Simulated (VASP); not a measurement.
Wanted: the native input for a VASP 6.6.1 run.

```
Task                   : relaxation of cell and atoms
Functional             : PBEsol
Potentials or basis    : VASP PAW PBE potentials, release 64 (Ni)
Cutoff                 : 600 eV
k mesh                 : 20 × 20 × 20
Occupations            : gaussian, width 0.1 eV
Spin                   : collinear spin, ferromagnetic start
Starting moments       : [0.75] μB
Dipole correction      : no
Further INCAR settings : ALGO = Fast; EDIFF = 1e-06; IBRION = 2; EDIFFG = -0.005; NSW = 70; ISIF = 3
```

The structure of Ni lies in POSCAR:

```
Ni
1.0
    0.0000000000      1.7592378550      1.7592378550
    1.7592378550      0.0000000000      1.7592378550
    1.7592378550      1.7592378550      0.0000000000
Ni
1
Direct
    0.0000000000      0.0000000000      0.0000000000
```

These files were run (other wordings do the same):

INCAR

```
  ALGO = Fast
  EDIFF = 1E-6
  EDIFFG = -0.005
  ENCUT = 600
  GGA = PS
  IBRION = 2
  ISIF = 3
  ISMEAR = 0
  ISPIN = 2
  LASPH = True
  LCHARG = False
  LMAXMIX = 4
  LORBIT = 11
  LREAL = False
  LWAVE = False
  MAGMOM = 0.75
  NELM = 150
  NSW = 70
  PREC = Accurate
  SIGMA = 0.1
```

KPOINTS

```
k-points
0
Gamma
  20 20 20
```

Potentials or basis: VASP PAW PBE potentials, release 64 (Ni).

Run with:

```console
$ cat potpaw_PBE.64/Ni/POTCAR > POTCAR
$ mpirun -np 1 vasp_std > vasp.out
```

It gave:

| Property | Result |
| --- | --- |
| Relaxed volume | 10.38 Å³/atom |
| Relaxed cell | a = 2.448 Å, b = 2.448 Å, c = 2.448 Å, α = 60.00°, β = 60.00°, γ = 60.00° |
| Space group after relaxing (to 0.05 Å) | Fm-3m (No. 225) |
| Energy gained by relaxing | 16.4 meV/atom |
| Ionic steps | 13 |
| Pressure after relaxing | 0.0 GPa |
| Net moment | 0.62 μB per cell |
| Site moments | Ni +0.63 μB |
| Valence electrons inside the program's atomic spheres | Ni 9.40 |

Caveat: the PAW data sets were made with another functional, which shifts forces and pressure a little.

It used 220 s of CPU time on 1 thread of Intel Xeon 6975P-C (shared host).
